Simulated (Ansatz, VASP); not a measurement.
## Ta2Si in VASP and in Ansatz

INCAR

```
PREC = Accurate
ENCUT = 520
EDIFF = 1E-6
ISMEAR = 0
SIGMA = 0.05
LREAL = F
LASPH = T
NELM = 80
ALGO = Normal
ISIF = 2
LWAVE = F
LCHARG = F
GGA = PS
NBANDS = 35
```

KPOINTS

```
Automatic mesh
0
Gamma
  5 5 5
```

Contents of POSCAR:

```
Ta2Si
1.0
   -3.0877629443      3.0877629443      2.5236412193
    3.0877629443     -3.0877629443      2.5236412193
    3.0877629443      3.0877629443     -2.5236412193
Ta Si
4 2
Direct
    0.6635932100      0.8364067900      0.5000000000
    0.8364067900      0.3364067900      0.1728135800
    0.3364067900      0.1635932100      0.5000000000
    0.1635932100      0.6635932100      0.8271864200
    0.2500000000      0.2500000000      0.0000000000
    0.7500000000      0.7500000000      0.0000000000
```

Input for Ansatz:

```yaml
crystal:
  lattice:
    - [-3.0877629443, 3.0877629443, 2.5236412193]
    - [3.0877629443, -3.0877629443, 2.5236412193]
    - [3.0877629443, 3.0877629443, -2.5236412193]
  atoms:
    - { symbol: Ta, position: [0.66359321, 0.83640679, 0.5] }
    - { symbol: Ta, position: [0.83640679, 0.33640679, 0.17281358] }
    - { symbol: Ta, position: [0.33640679, 0.16359321, 0.5] }
    - { symbol: Ta, position: [0.16359321, 0.66359321, 0.82718642] }
    - { symbol: Si, position: [0.25, 0.25, 0.0] }
    - { symbol: Si, position: [0.75, 0.75, 0.0] }
basis:
  ecutwfc: 420
kpoints:
  mp_grid: { grid: [5, 5, 5] }
hamiltonian:
  xc: pbesol
scf:
  occupations: { method: gaussian, width: 0.05 }
output:
  forces: true
  stress: true
  eigenvalues: true
```

Alike in both runs: task single point; functional PBEsol; k mesh 5 × 5 × 5; occupations gaussian, width 0.05 eV; no spin polarisation.

|  | VASP | Ansatz |
| --- | --- | --- |
| version | VASP 6.6.1 | Ansatz 0.2.0 |
| potentials or method | VASP PAW PBE potentials, release 64 (Ta_pv, Si), cutoff 520 eV | scalar-relativistic, plane waves, PAW |
| valence electrons in the cell | 52 | 60 |

```tsv
	VASP	Ansatz	Ansatz less VASP
gap on the k mesh at the Fermi level (eV)	none	none	-
pressure (GPa)	-2.9	-3.1	-0.25
traceless stress, the component that is largest in VASP (GPa)	1.48	1.50	+0.021
rms of the force components (eV/Å)	0.023	0.020	-0.0031
```

VASP's potentials were made for PBE, not for PBEsol. Atom by atom the forces differ by 0.003 eV/Å (rms over components). A gap of «none» marks a metal or a gap that the smearing closes. With one functional, cell and mesh, what is left measures potentials, basis and numerics. VASP's potentials hold 52 valence electrons a cell and Ansatz's 60, so a difference there can come from the potentials and not from the codes.

Spin-orbit coupling is off throughout.
